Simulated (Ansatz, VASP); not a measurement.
**AlRu in VASP and in Ansatz**

```
Al Ru
1.0
     2.99160    0.00000    0.00000
     0.00000    2.99160    0.00000
     0.00000    0.00000    2.99160
Al Ru
1 1
Direct
  0.92909 0.92909 0.00000
  0.50000 0.50000 0.50000
```

Alike in both runs: task single point; functional PBEsol; k mesh 16 × 16 × 16; occupations gaussian, width 0.15 eV; no spin polarisation.

```csv
,VASP,Ansatz
version,VASP 6.6.1,Ansatz 0.2.0
potentials or method,"VASP PAW PBE potentials, release 64 (Al, Ru_pv), cutoff 520 eV","scalar-relativistic, plane waves, PAW"
valence electrons in the cell,17,19
```

|  | VASP | Ansatz | Ansatz less VASP |
| --- | --- | --- | --- |
| gap on the k mesh at the Fermi level (eV) | none | none | - |
| pressure (GPa) | 3.9 | 3.7 | -0.15 |
| traceless stress, the component that is largest in VASP (GPa) | 6.89 | 6.80 | -0.086 |
| rms of the force components (eV/Å) | 1.497 | 1.482 | -0.0150 |

VASP's potentials were made for PBE, not for PBEsol. Atom by atom the forces differ by 0.015 eV/Å (rms over components). A gap of «none» marks a metal or a gap that the smearing closes. VASP's potentials hold 17 valence electrons a cell and Ansatz's 19, so a difference there can come from the potentials and not from the codes.
